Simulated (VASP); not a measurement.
Runs of VASP 6.6.1 on MgO. The structure is that of space group P6_3/mmc (No. 194), or close to it. The cells are those of the table. 

```csv
task,cell,k mesh,cutoff (eV),smearing,gap on the mesh (eV),pressure (GPa)
electric field gradients,"a = 3.494, b = 3.494, c = 4.194 Å, angles 90.0, 90.0, 120.0°, 4 atoms",6 × 6 × 6,520,gaussian 0.01 eV,3.27,(a)
single point,"a = 3.494, b = 3.494, c = 4.194 Å, angles 90.0, 90.0, 120.0°, 4 atoms",6 × 6 × 6,520,gaussian 0.02 eV,3.27,-0.4
single point,"a = 3.279, b = 3.279, c = 3.960 Å, angles 90.0, 90.0, 120.0°, 4 atoms",12 × 12 × 6,520,gaussian 0.01 eV,4.23,35.2
relaxation of cell and atoms,"relaxed to 35 GPa from a = 3.363, b = 3.363, c = 4.054 Å, angles 90.0, 90.0, 120.0°, 4 atoms",12 × 12 × 6,600,gaussian 0.01 eV,4.23,35.0
```

Alike in all rows: level PBEsol; potentials or basis VASP PAW PBE potentials, release 64 (Mg, O); no spin polarisation.

**Question.** Fill in the values left out.

**Answer.** (a) -0.3.

Caveats: the PAW data sets were made with another functional, which shifts forces and pressure a little; the cell stands under pressure (at least some runs); the cell is relaxed towards a set pressure, so the run minimises the enthalpy, not the energy (at least some runs).

A k mesh can miss the band edges.
